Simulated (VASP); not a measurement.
# AlCo (NiAs type) (P6_3/mmc) in VASP: further runs, part 2 of 2

VASP 6.6.1.

### Step 4. Relaxation of cell and atoms, PBE, target pressure 150 GPa, at which the enthalpy is minimised

This run uses another cell than the first one, of 8.51 Å³/atom, 1.039 times its volume.

The input, INCAR:

```
SYSTEM = AlCo
  ALGO = Normal
  EDIFF = 1E-6
  EDIFFG = -0.005
  ENCUT = 600
  GGA = PE
  IBRION = 2
  ISIF = 3
  ISMEAR = -1
  LASPH = .TRUE.
  LCHARG = .FALSE.
  LREAL = .FALSE.
  LWAVE = .FALSE.
  NELM = 80
  NSW = 60
  PREC = Accurate
  PSTRESS = 1500.0
  SIGMA = 0.05
```

The input, KPOINTS:

```
k-points
0
G
  12 12 7
  0 0 0
```

The input, POSCAR:

```
AlCo
1.0
    2.9376441560      0.0000000000      0.0000000000
   -1.4688220780      2.5440744664      0.0000000000
    0.0000000000      0.0000000000      4.5533484418
Co Al
2 2
Direct
    0.0000000000      0.0000000000      0.0000000000
    0.0000000000      0.0000000000      0.5000000000
    0.3333333333      0.6666666667      0.2500000000
    0.6666666667      0.3333333333      0.7500000000
```

Potentials or basis: VASP PAW PBE potentials, release 64 (Co, Al).

Launch:

```console
$ cat potpaw_PBE.64/Co/POTCAR potpaw_PBE.64/Al/POTCAR > POTCAR
$ mpirun -np 1 vasp_std > vasp.out
```

OUTCAR:

```text
SYSTEM = AlCo
   EDIFF = 1E-6
   EDIFFG = -0.005
   ENCUT = 600
   GGA = PE
   IBRION = 2
   ISIF = 3
   ISMEAR = -1
   LASPH = .TRUE.
   LREAL = .FALSE.
   NELM = 80
   NSW = 60
   PREC = Accurate
   PSTRESS = 1500.0

 ion  position               nearest neighbor table
   1  0.000  0.000  0.000-   3 2.04   4 2.04   4 2.04   3 2.04   4 2.04   3 2.04   2 2.28   2 2.28

   2  0.000  0.000  0.500-   3 2.04   4 2.04   4 2.04   3 2.04   4 2.04   3 2.04   1 2.28   1 2.28

   3  0.333  0.667  0.250-   1 2.04   2 2.04   1 2.04   2 2.04   1 2.04   2 2.04   4 2.84   4 2.84
                             4 2.84   4 2.84   4 2.84   4 2.84
   4  0.667  0.333  0.750-   1 2.04   2 2.04   1 2.04   2 2.04   1 2.04   2 2.04   3 2.84   3 2.84
                             3 2.84   3 2.84   3 2.84   3 2.84

  LATTYP: Found a hexagonal cell.
 ALAT       =     2.9376441560
 C/A-ratio  =     1.5500000000

  Lattice vectors:

 A1 = (   2.9376441560,   0.0000000000,   0.0000000000)
 A2 = (  -1.4688220780,   2.5440744664,   0.0000000000)
 A3 = (   0.0000000000,   0.0000000000,   4.5533484418)

Analysis of symmetry for initial positions (statically):
=====================================================================
 Subroutine PRICEL returns:
 Original cell was already a primitive cell.

 Routine SETGRP: Setting up the symmetry group for a
 hexagonal supercell.

 Subroutine GETGRP returns: Found 24 space group operations
 (whereof 12 operations were pure point group operations)
 out of a pool of 24 trial point group operations.

The static configuration has the point symmetry D_3d.
 The point group associated with its full space group is D_6h.

Analysis of symmetry for dynamics (positions and initial velocities):
=====================================================================
 Subroutine PRICEL returns:
 Original cell was already a primitive cell.
[... 151 lines left out ...]

--------------------------------------- Ionic step        1  -------------------------------------------

 number of electron      23.9999987 magnetization

 Free energy of the ion-electron system (eV)
  ---------------------------------------------------
  ext. energy  EPLUGINS =         0.00000000
  ---------------------------------------------------
  free energy    TOTEN  =       -14.32525197 eV

  energy without entropy =      -14.31194541  energy(sigma->0) =      -14.31859869

------------------------ aborting loop because EDIFF is reached ----------------------------------------

  FORCE on cell =-STRESS in cart. coord.  units (eV):
  Direction    XX          YY          ZZ          XY          YZ          ZX
  --------------------------------------------------------------------------------------
  -------------------------------------------------------------------------------------
  Total       31.4460421     31.4460421     43.9385988      0.0000000     -0.0000000      0.0000000
  in kB     1480.5281928   1480.5281929   2068.6970421      0.0000000     -0.0000000      0.0000000
  external PRESSURE =     176.5844759 kB  Pullay stress =    1500.0000000 kB
[... 103 lines left out ...]
  energy  without entropy=      -17.0747071925  energy(sigma->0) =      -17.08109862

  enthalpy is  TOTEN    =        17.0901602332 eV   P V=       34.1776502902

[... ionic steps 4 to 19 ...]

--------------------------------------- Ionic step       20  -------------------------------------------

 number of electron      24.0000004 magnetization

------------------------ aborting loop because EDIFF is reached ----------------------------------------
[... 75 lines left out ...]
--------------------------------------- Ionic step       22  -------------------------------------------

 number of electron      24.0000003 magnetization

 Free energy of the ion-electron system (eV)
  ---------------------------------------------------
  ext. energy  EPLUGINS =         0.00000000
  ---------------------------------------------------
  free energy    TOTEN  =       -17.55095834 eV

  energy without entropy =      -17.53027922  energy(sigma->0) =      -17.54061878

 E-fermi :  15.9985     XC(G=0): -14.0707

 val. band max:       15.9665143495   @ k =   0.1667   0.0833   0.4286
 cond. band min:      16.0077085470   @ k =   0.4167   0.0833   0.4286
 fundamental gap:      0.0411941975
 Fermi energy:        15.9984917746

 k-point     1 :       0.0000    0.0000    0.0000
  band No.  band energies     occupation
      1       2.2289      2.00000
      2       4.6341      2.00000
      3       6.6727      2.00000
      4      10.4559      2.00000
      5      12.7835      2.00000
      6      13.5782      2.00000
[... 433 lines left out ...]
      3      10.0836      2.00000
      4      11.2447      2.00000
      5      11.6227      2.00000
      6      12.5913      2.00000
[... 8 lines left out ...]
     15      20.5686      0.00000
     16      21.2134      0.00000

 [... further k-points ...]

------------------------ aborting loop because EDIFF is reached ----------------------------------------

  FORCE on cell =-STRESS in cart. coord.  units (eV):
  Direction    XX          YY          ZZ          XY          YZ          ZX
  --------------------------------------------------------------------------------------
  -------------------------------------------------------------------------------------
  Total       30.6622634     30.6622634     30.6613912     -0.0000000     -0.0000000      0.0000000
  in kB     1500.0043804   1500.0043808   1499.9617110     -0.0000000     -0.0000000      0.0000000
  external PRESSURE =      -0.0098426 kB  Pullay stress =    1500.0000000 kB
[... 23 lines left out ...]
  energy  without entropy=      -17.5302792197  energy(sigma->0) =      -17.54061878

  enthalpy is  TOTEN    =        13.1112155141 eV   P V=       30.6621738527

 reached required accuracy - stopping structural energy minimisation
```

CONTCAR:

```text
AlCo
   1.00000000000000
     2.3527901958940891    0.0000000000000000    0.0000000000000000
    -1.1763950979470446    2.0375760796505284   -0.0000000000000000
     0.0000000000000000   -0.0000000000000000    6.8316440433531600
  Co              Al
     2     2
Direct
     0.0000000000000000    1.0000000000000000    0.0000000000000000
     0.0000000000000000    0.0000000000000000    0.5000000000000000
     0.3333333332999970    0.6666666667000030    0.2500000000000000
     0.6666666667000030    0.3333333332999970    0.7500000000000000

  0.00000000E+00  0.00000000E+00  0.00000000E+00
  0.00000000E+00  0.00000000E+00  0.00000000E+00
  0.00000000E+00  0.00000000E+00  0.00000000E+00
  0.00000000E+00  0.00000000E+00  0.00000000E+00
```

It took 6.5 min on 1 thread of Intel Xeon Platinum 8488C (Sapphire Rapids), shared host; peak memory 0.2 GiB.

Results:

- Free energy: -17.5510 eV
- Relaxed volume: 8.19 Å³/atom
- Relaxed cell: a = 2.353 Å, b = 2.353 Å, c = 6.832 Å, α = 90.00°, β = 90.00°, γ = 120.00°
- Space group after relaxing (to 0.05 Å): P6_3/mmc (No. 194)
- Energy change on relaxing (the enthalpy is what falls): -806.4 meV/atom
- Ionic steps: 22
- Pressure after relaxing: 150.0 GPa
- Band gap on the k mesh: zero (band 12 reaches 17.32 eV, above the bottom of band 13 at 14.78 eV)

Step by step:
| step | energy change (eV) | largest force (eV/Å) | pressure (GPa) | volume (Å³) |
| --- | --- | --- | --- | --- |
| 1 | 0.0000 | 0.0000 | 167.66 | 34.03 |
| 2 | -4.4173 | 0.0000 | 86.55 | 38.60 |
| 3 | -2.7622 | 0.0000 | 118.00 | 36.51 |
| 4 | -2.7787 | 0.0000 | 121.12 | 35.90 |
| 5 | -2.3463 | 0.0000 | 152.74 | 33.20 |
| 6 | 15.0687 | 0.0000 | 489.28 | 24.92 |
| 7 | -1.9374 | 0.0000 | 170.12 | 32.17 |
| 8 | 1.8482 | 0.0000 | 261.37 | 28.80 |
| 9 | -0.8445 | 0.0000 | 202.48 | 30.69 |
| 10 | -0.0460 | 0.0000 | 221.68 | 29.99 |
| 11 | -0.3723 | 0.0000 | 213.26 | 30.24 |
| 12 | -0.3631 | 0.0000 | 213.61 | 30.23 |
| 13 | -0.9329 | 0.0000 | 200.99 | 30.66 |
| 14 | -2.4642 | 0.0000 | 167.01 | 31.98 |
| 15 | -4.8332 | 0.0000 | 113.04 | 34.73 |
| 16 | -3.2819 | 0.0000 | 148.67 | 32.81 |
| 17 | -3.2325 | 0.0000 | 149.77 | 32.76 |
| 18 | -3.2308 | 0.0000 | 149.80 | 32.76 |
| 19 | -3.2256 | 0.0000 | 150.01 | 32.75 |
| 20 | -3.2149 | 0.0000 | 150.26 | 32.74 |
| 21 | -3.2160 | 0.0000 | 150.25 | 32.74 |
| 22 | -3.2257 | 0.0000 | 150.00 | 32.75 |

Final structure:
```
Co Al
1.0
     2.35279    0.00000    0.00000
    -1.17640    2.03758    0.00000
     0.00000    0.00000    6.83164
Co Al
2 2
Direct
  0.00000 0.00000 0.00000
  0.00000 0.00000 0.50000
  0.33333 0.66667 0.25000
  0.66667 0.33333 0.75000
```

Caveat: the cell is relaxed towards a set pressure, so the enthalpy falls and the energy may rise. Spin polarisation is off, so any magnetic state and its effect on volume and gap are missing.
